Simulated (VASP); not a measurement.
Runs of VASP 6.6.1 on Gd. The structure is that of space group Fm-3m (No. 225), or close to it. The cells are those of the table. 

```csv
task,cell,cutoff (eV),gap on the mesh (eV),pressure (GPa),moment (μB)
single point,"a = 2.829 Å, angles 60.0°, 1 atom",520,none,60.7,6.89
single point,"a = 3.431 Å, angles 60.0°, 1 atom",520,none,0.1,7.28
single point,"a = 2.927 Å, angles 60.0°, 1 atom",520,none,40.2,6.90
relaxation of cell and atoms,"relaxed from a = 3.657 Å, angles 60.0°, 1 atom",600,none,0.1,7.28
single point,"a = 3.086 Å, angles 60.0°, 1 atom",520,none,(a),(b)
```

Alike in all rows: level LDA; potentials or basis VASP PAW PBE potentials, release 64 (Gd); spin collinear, ferromagnetic start; k mesh 8 × 8 × 8; smearing gaussian 0.05 eV.

Problem. Estimate the missing entries.

Solution. (a) 19.7; (b) 6.91.

Caveats: the PAW data sets were made with another functional, which shifts forces and pressure a little; spin-orbit coupling is left out, which moves the levels of the heavy elements.

A k mesh can miss the band edges, and the runs leave out spin-orbit coupling on Gd.

A gap of «none» marks levels without a gap at the run's occupations.
